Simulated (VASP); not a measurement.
# TaN (Fm-3m) in VASP: notebook

TaN is run at these levels: PBE; tasks: single point.

All numbers are computed with VASP 6.6.1; they aren't measurements. Logs are shortened: lines on timing, memory, paths and dates and some standing lists are left out, and cuts for length are marked.

### Step 1. The cell of the first run

The structure is cubic, space group Fm-3m (No. 225). Conventional cell: a = 4.464 Å, b = 4.464 Å, c = 4.464 Å, α = 90.00°, β = 90.00°, γ = 90.00°. Within 3.0 Å of Ta (site symmetry m-3m) lie 6 N at 2.23 Å. N (site symmetry m-3m) has 6 Ta at 2.23 Å within 3.0 Å.

### Step 2. Single point, PBE

Input file INCAR:

```
SYSTEM = TaN
ALGO = Normal ; EDIFF = 1E-6
ENCUT = 520 ; GGA = PE
ISIF = 2 ; ISMEAR = -1
LASPH = .TRUE. ; LCHARG = .FALSE.
LREAL = .FALSE. ; LWAVE = .FALSE.
NBANDS = 15 ; NELM = 60
PREC = Accurate ; SIGMA = 0.05
```

Input file KPOINTS:

```
k-points
0
G
  11 11 11
  0 0 0
```

Input file POSCAR:

```
TaN
1.0
    0.0000000000      2.2321671800      2.2321671800
    2.2321671800      0.0000000000      2.2321671800
    2.2321671800      2.2321671800      0.0000000000
Ta N
1 1
Direct
    0.5000000000      0.5000000000      0.5000000000
    0.0000000000      0.0000000000      0.0000000000
```

Potentials or basis: VASP PAW PBE potentials, release 64 (Ta_pv, N).

Command:

```console
> cat potpaw_PBE.64/Ta_pv/POTCAR potpaw_PBE.64/N/POTCAR > POTCAR
> mpirun -np 1 vasp_std > vasp.out
```

OUTCAR:

```text
SYSTEM = TaN
   EDIFF = 1E-6
   ENCUT = 520
   GGA = PE
   ISIF = 2
   ISMEAR = -1
   LASPH = .TRUE.
   LREAL = .FALSE.
   NELM = 60
   PREC = Accurate

 ion  position               nearest neighbor table
   1  0.500  0.500  0.500-   2 2.23   2 2.23   2 2.23   2 2.23   2 2.23   2 2.23
   2  0.000  0.000  0.000-   1 2.23   1 2.23   1 2.23   1 2.23   1 2.23   1 2.23

  LATTYP: Found a face centered cubic cell.
 ALAT       =     4.4643343600

  Lattice vectors:

 A1 = (   0.0000000000,   2.2321671800,   2.2321671800)
 A2 = (   2.2321671800,   0.0000000000,   2.2321671800)
 A3 = (   2.2321671800,   2.2321671800,   0.0000000000)

Analysis of symmetry for initial positions (statically):
=====================================================================
 Subroutine PRICEL returns:
 Original cell was already a primitive cell.

 Routine SETGRP: Setting up the symmetry group for a
 face centered cubic supercell.

 Subroutine GETGRP returns: Found 48 space group operations
 (whereof 48 operations were pure point group operations)
 out of a pool of 48 trial point group operations.

The static configuration has the point symmetry O_h .

Analysis of symmetry for dynamics (positions and initial velocities):
=====================================================================
 Subroutine PRICEL returns:
 Original cell was already a primitive cell.

 Routine SETGRP: Setting up the symmetry group for a
 face centered cubic supercell.

 Subroutine GETGRP returns: Found 48 space group operations
 (whereof 48 operations were pure point group operations)
 out of a pool of 48 trial point group operations.

The dynamic configuration has the point symmetry O_h .

 Subroutine INISYM returns: Found 48 space group operations
 (whereof 48 operations are pure point group operations),
 and found     1 'primitive' translations

----------------------------------------------------------------------------------------

                                     Primitive cell

  volume of cell :      22.2439

  direct lattice vectors                    reciprocal lattice vectors
     0.000000000  2.232167180  2.232167180    -0.223997559  0.223997559  0.223997559
     2.232167180  0.000000000  2.232167180     0.223997559 -0.223997559  0.223997559
     2.232167180  2.232167180  0.000000000     0.223997559  0.223997559 -0.223997559

  length of vectors
     3.156761099  3.156761099  3.156761099     0.387975153  0.387975153  0.387975153

  position of ions in fractional coordinates (direct lattice)
     0.500000000  0.500000000  0.500000000
     0.000000000  0.000000000  0.000000000

  ion indices of the primitive-cell ions
   primitive index   ion index
                 1           1
                 2           2

----------------------------------------------------------------------------------------

 KPOINTS: k-points

Automatic generation of k-mesh.
 Grid dimensions read from file:
 generate k-points for:   11   11   11

 Generating k-lattice:

  Cartesian coordinates                     Fractional coordinates (reciprocal lattice)
    -0.020363414  0.020363414  0.020363414     0.090909091  0.000000000  0.000000000
     0.020363414 -0.020363414  0.020363414     0.000000000  0.090909091  0.000000000
     0.020363414  0.020363414 -0.020363414     0.000000000  0.000000000  0.090909091

  Length of vectors
     0.035270468  0.035270468  0.035270468

  Shift w.r.t. Gamma in fractional coordinates (k-lattice)
     0.000000000  0.000000000  0.000000000

 Subroutine IBZKPT returns following result:
 ===========================================

 Found     56 irreducible k-points:

 Following reciprocal coordinates:
            Coordinates               Weight
  0.000000  0.000000  0.000000      1.000000
  0.090909  0.000000  0.000000      8.000000
  0.181818  0.000000  0.000000      8.000000
  0.272727  0.000000  0.000000      8.000000
  0.363636  0.000000  0.000000      8.000000
  0.454545  0.000000  0.000000      8.000000
[... 16 lines left out ...]
 -0.272727  0.181818  0.000000     24.000000
 -0.181818  0.181818  0.000000     12.000000
 [... further k-points ...]
   k-points           NKPTS =     56   k-points in BZ     NKDIM =     56   number of bands    NBANDS=     15
   number of dos      NEDOS =    301   number of ions     NIONS =      2
   total plane-waves  NPLWV =  13824
   dimension x,y,z NGX =    24 NGY =   24 NGZ =   24
   dimension x,y,z NGXF=    48 NGYF=   48 NGZF=   48
   ions per type =               1   1
   NGX,Y,Z   is equivalent  to a cutoff of  12.64, 12.64, 12.64 a.u.
   NGXF,Y,Z  is equivalent  to a cutoff of  25.28, 25.28, 25.28 a.u.
 SYSTEM =  TaN
   PREC   = accura    normal or accurate (medium, high low for compatibility)
   ISTART =      0    job   : 0-new  1-cont  2-samecut
   ICHARG =      2    charge: 1-file 2-atom 10-const
   ISPIN  =      1    spin polarized calculation?
   LNONCOLLINEAR =      F non collinear calculations
   LSORBIT =      F    spin-orbit coupling
   LASPH  =      T    aspherical Exc in radial PAW
   ENCUT  =  520.0 eV  38.22 Ry    6.18 a.u.   5.87  5.87  5.87*2*pi/ulx,y,z
   NELM   =     60;   NELMIN=  2; NELMDL= -5     # of ELM steps
   EDIFF  = 0.1E-05   stopping-criterion for ELM
   LREAL  =      F    real-space projection
   EDIFFG = 0.1E-04   stopping-criterion for IOM
   NSW    =      0    number of steps for IOM
   IBRION =     -1    ionic relax: 0-MD 1-quasi-New 2-CG
   NFREE  =      0    steps in history (QN), initial steepest desc. (CG)
   ISIF   =      2    stress and relaxation
   ISYM   =      2    0-nonsym 1-usesym 2-fastsym
   POTIM  = 0.5000    time-step for ionic-motion
   TEBEG  =    0.0;   TEEND  =   0.0 temperature during run
   PSTRESS=    0.0 pullay stress
   NELECT =      16.0000    total number of electrons
   NUPDOWN=      -1.0000    fix difference up-down
   EMIN   =  10.00;   EMAX   =-10.00  energy-range for DOS
   EFERMI =   0.00;   METHOD = LEGACY
   ISMEAR =    -1;   SIGMA  =   0.05  broadening in eV -4-tet -1-fermi 0-gaus
   EFERMI_NEDOS =   21; number of points for ismear=-14 and -15
   IALGO  =     38    algorithm
   IMIX   =      4    mixing-type and parameters
     AMIX     =   0.40;   BMIX     =  1.00
     AMIX_MAG =   1.60;   BMIX_MAG =  1.00
  volume/ion in A,a.u.               =      11.12        75.05
  Fermi-wavevector in a.u.,A,eV,Ry     =   1.466824  2.771896 29.273937  2.151574
  Thomas-Fermi vector in A             =   2.582516
   LORBIT       =      0    0 simple, 1 ext, 2 COOP (PROOUT), +10 PAW based schemes
   GGA     = PE    functional components
   LHFCALC =     F    Hartree Fock is set to
   AEXX    =    0.0000 exact exchange contribution
   IVDW    =     0    specifies the selected vdW correction
   LEPSILON=     F    determine dielectric tensor
   LRPA    =     F    only Hartree local field effects (RPA)
 non-spin polarized calculation
  energy-cutoff  :      520.00
  volume of cell :       22.24
 maximum number of plane-waves:       609
   NGX = 11   NGY = 11   NGZ = 11

 number of electron      16.0000001 magnetization

 Free energy of the ion-electron system (eV)
  ---------------------------------------------------
  ext. energy  EPLUGINS =         0.00000000
  ---------------------------------------------------
  free energy    TOTEN  =       -21.80545799 eV

  energy without entropy =      -21.79889557  energy(sigma->0) =      -21.80217678

 E-fermi :   9.0709     XC(G=0): -13.1894

 val. band max:        8.9905625240   @ k =  -0.3636   0.2727   0.0909
 cond. band min:       9.0928596655   @ k =   0.0000   0.0000   0.0000
 fundamental gap:      0.1022971415
 Fermi energy:         9.0708840216

 k-point     1 :       0.0000    0.0000    0.0000
  band No.  band energies     occupation
      1     -26.8248      2.00000
      2     -26.8248      2.00000
      3     -26.8248      2.00000
      4      -9.4502      2.00000
      5       5.3459      2.00000
      6       5.3459      2.00000
      7       5.3459      2.00000
      8       7.0551      2.00000
      9       7.0551      2.00000
     10       7.0551      2.00000
     11       9.0929      0.78371
     12       9.0929      0.78370
     13      10.1828      0.00000
     14      18.4254      0.00000
     15      21.3022      0.00000

 k-point     2 :       0.0909    0.0000    0.0000
  band No.  band energies     occupation
      1     -26.8854      2.00000
      2     -26.8305      2.00000
      3     -26.8305      2.00000
      4      -9.2683      2.00000
      5       4.4197      2.00000
      6       4.7435      2.00000
      7       4.7435      2.00000
      8       7.3416      2.00000
      9       7.3416      2.00000
     10       7.4039      2.00000
     11       9.8229      0.00000
     12       9.8229      0.00000
     13      10.7846      0.00000
     14      18.9983      0.00000
     15      21.3021      0.00000

 k-point     3 :       0.1818    0.0000    0.0000
  band No.  band energies     occupation
      1     -27.0445      2.00000
      2     -26.8459      2.00000
      3     -26.8459      2.00000
      4      -8.7631      2.00000
      5       2.8159      2.00000
      6       3.7135      2.00000
      7       3.7135      2.00000
      8       7.8502      2.00000
      9       7.9947      2.00000
     10       7.9947      2.00000
     11      11.3896      0.00000
     12      11.3896      0.00000
     13      12.0839      0.00000
     14      20.3808      0.00000
     15      21.3015      0.00000
[... 343 lines left out ...]
 k-point    23 :      -0.2727    0.1818    0.0000
  band No.  band energies     occupation
      1     -27.3380      2.00000
      2     -27.0339      2.00000
      3     -26.8817      2.00000
      4      -7.4423      2.00000
      5       0.3016      2.00000
      6       2.1382      2.00000
      7       2.6951      2.00000
      8       9.1726      0.23111
      9       9.2175      0.10122
     10      10.8816      0.00000
     11      11.7935      0.00000
     12      15.2280      0.00000
     13      15.7941      0.00000
     14      20.2005      0.00000
     15      21.3176      0.00000

 k-point    24 :      -0.1818    0.1818    0.0000
  band No.  band energies     occupation
      1     -27.2233      2.00000
      2     -26.9782      2.00000
      3     -26.8553      2.00000
      4      -7.9438      2.00000
      5       1.0602      2.00000
      6       2.4875      2.00000
      7       3.1941      2.00000
      8       8.3873      2.00000
      9       8.7496      1.99676
     10      10.3234      0.00000
     11      10.7215      0.00000
     12      14.3232      0.00000
     13      14.5955      0.00000
     14      21.2836      0.00000
     15      21.9340      0.00000

 [... further k-points ...]

------------------------ aborting loop because EDIFF is reached ----------------------------------------

  FORCE on cell =-STRESS in cart. coord.  units (eV):
  Direction    XX          YY          ZZ          XY          YZ          ZX
  --------------------------------------------------------------------------------------
  -------------------------------------------------------------------------------------
  Total       -1.2636863     -1.2636863     -1.2636863      0.0000000     -0.0000000      0.0000000
  in kB      -91.0206009    -91.0206009    -91.0206009      0.0000000     -0.0000000      0.0000000
  external PRESSURE =     -91.0206009 kB  Pullay stress =       0.0000000 kB

 VOLUME and BASIS-vectors are now :
 -----------------------------------------------------------------------------
  energy-cutoff  :      520.00
  volume of cell :       22.24
      direct lattice vectors                 reciprocal lattice vectors
     0.000000000  2.232167180  2.232167180    -0.223997559  0.223997559  0.223997559
     2.232167180  0.000000000  2.232167180     0.223997559 -0.223997559  0.223997559
     2.232167180  2.232167180  0.000000000     0.223997559  0.223997559 -0.223997559

 POSITION                                       TOTAL-FORCE (eV/Angst)
 -----------------------------------------------------------------------------------
      2.23217      2.23217      2.23217         0.000000     -0.000000      0.000000
      0.00000      0.00000      0.00000        -0.000000      0.000000      0.000000
 -----------------------------------------------------------------------------------
    total drift:                                0.000000     -0.000000     -0.000000

  FREE ENERGIE OF THE ION-ELECTRON SYSTEM (eV)
  ---------------------------------------------------
  free  energy   TOTEN  =       -21.8054579884 eV

  energy  without entropy=      -21.7988955744  energy(sigma->0) =      -21.80217678
```

Run time: 6.5 s. Hardware: 1 thread of Intel Xeon 6975P-C (Granite Rapids), shared host; peak memory 0.14 GiB.

Results:

- Free energy: -21.8055 eV
- Pressure: -9.1 GPa
- Band gap on the k mesh: zero (band 8 reaches 10.60 eV, above the bottom of band 9 at 7.06 eV)

Levels at points of the mesh, in eV from the Fermi level:
```csv
k point,band 4,band 5,band 6,band 7,band 8,band 9,band 10,band 11,band 12,band 13
"(0.00, 0.00, 0.00)",-18.52,-3.72,-3.72,-3.72,-2.02,-2.02,-2.02,0.02,0.02,1.11
```

Caveat: spin-orbit coupling is left out, which moves the levels of the heavy elements.

[end of part 1 of 2]
